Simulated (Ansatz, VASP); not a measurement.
**One calculation of LiF, two programs**

The input INCAR:

```
PREC = Accurate
ENCUT = 520
EDIFF = 1E-6
ISMEAR = 0
SIGMA = 0.05
LREAL = F
LASPH = T
NELM = 80
ALGO = Normal
ISIF = 2
LWAVE = F
LCHARG = T
GGA = PE
LELF = T
LVHAR = T
NBANDS = 18
```

KPOINTS

```
regular mesh
0
Gamma
  9 9 6
```

File POSCAR:

```
LiF
1.0
    3.0774506209      0.0000000000      0.0000000000
   -1.5387253104      2.6651504166      0.0000000000
    0.0000000000      0.0000000000      5.0574823504
Li F
2 2
Direct
    0.3333333333      0.6666666667      0.4014716674
    0.6666666667      0.3333333333      0.9014716674
    0.3333333333      0.6666666667      0.9939266766
    0.6666666667      0.3333333333      0.4939266766
```

Input for Ansatz:

```yaml
crystal:
  lattice:
    - [3.0774506209, 0.0, 0.0]
    - [-1.5387253104, 2.6651504166, 0.0]
    - [0.0, 0.0, 5.0574823504]
  atoms:
    - { symbol: Li, position: [0.3333333333, 0.6666666667, 0.4014716674] }
    - { symbol: Li, position: [0.6666666667, 0.3333333333, 0.9014716674] }
    - { symbol: F, position: [0.3333333333, 0.6666666667, 0.9939266766] }
    - { symbol: F, position: [0.6666666667, 0.3333333333, 0.4939266766] }
basis:
  ecutwfc: 520.0
kpoints:
  mp_grid: { grid: [9, 9, 6] }
hamiltonian:
  xc: pbe
scf:
  occupations: { method: gaussian, width: 0.05 }
output:
  forces: true
  stress: true
  eigenvalues: true
```

Alike in both runs: task single point; functional PBE; k mesh 9 × 9 × 6; occupations gaussian, width 0.05 eV; no spin polarisation.

|  | VASP | Ansatz |
| --- | --- | --- |
| version | VASP 6.6.1 | Ansatz 0.2.0 |
| potentials or method | VASP PAW PBE potentials, release 64 (Li_sv, F), cutoff 520 eV | scalar-relativistic, plane waves, PAW |
| valence electrons in the cell | 20 | 20 |

Ansatz gave:

| Item | Value |
| --- | --- |
| gap on the k mesh at the Fermi level (eV) | 7.54 |
| least direct gap on the mesh (eV) | 7.54 |
| rms of the force components (eV/Å) | 0.154 |

Problem. Which values does VASP return?

Solution. gap on the k mesh at the Fermi level (eV): 7.53; least direct gap on the mesh (eV): 7.53; rms of the force components (eV/Å): 0.161.

Atom by atom the forces differ by 0.008 eV/Å (rms over components). The functional is the same, so the differences come from potentials, cutoffs and numerics.

Noted on VASP's run: the cutoff is under 1.25 times that of the potentials, so the pressure is a little rough.
